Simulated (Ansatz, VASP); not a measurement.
Pd: VASP beside Ansatz

```
Pd
1.0
     0.00000    1.97201    1.97201
     1.97201    0.00000    1.97201
     1.97201    1.97201    0.00000
Pd
1
Cartesian
  0.0000 0.0000 0.0000
```

Alike in both runs: functional PBE; k mesh 14 × 14 × 14; occupations fermi-dirac, width 0.05 eV; no spin polarisation.

Ansatz relaxed the structure, and its values are those at the end. VASP's run is a single point on that final structure, the one shown.

|  | VASP | Ansatz |
| --- | --- | --- |
| version | VASP 6.6.1 | Ansatz 0.2.0 |
| potentials or method | VASP PAW PBE potentials, release 64 (Pd), cutoff 520 eV | all-electron LAPW, scalar-relativistic |

```csv
,VASP,Ansatz,Ansatz less VASP
pressure (GPa),-0.2,0.0,+0.18
```

Ansatz ran all-electron here, and VASP with PAW potentials.
